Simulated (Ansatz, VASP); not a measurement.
One calculation of NiSb, two programs

```
Ni Sb
1.0
     3.91601    0.00000    0.00000
    -1.95800    3.39136    0.00000
     0.00000    0.00000    5.07027
Ni Sb
2 2
Direct
  0.00000 0.00000 0.00000
  0.00000 0.00000 0.50000
  0.33333 0.66667 0.25000
  0.66667 0.33333 0.75000
```

Alike in both runs: functional PBEsol; k mesh 12 × 12 × 8; occupations gaussian, width 0.1 eV; no spin polarisation.

Ansatz relaxed the structure, and its values are those at the end. VASP's run is a single point on that final structure, the one shown.

```csv
,VASP,Ansatz
version,VASP 6.6.1,Ansatz 0.2.0
potentials or method,"VASP PAW PBE potentials, release 64 (Ni, Sb), cutoff 520 eV","scalar-relativistic, plane waves, PAW"
valence electrons in the cell,30,66
```

```tsv
	VASP	Ansatz	Ansatz less VASP
gap on the k mesh at the Fermi level (eV)	none	none	-
pressure (GPa)	0.1	0.0	-0.07
```

VASP's potentials were made for PBE, not for PBEsol. A gap of «none» marks a metal or a gap that the smearing closes. VASP's potentials hold 30 valence electrons a cell and Ansatz's 66, so a difference there can come from the potentials and not from the codes.

Neither program's run includes spin-orbit coupling.
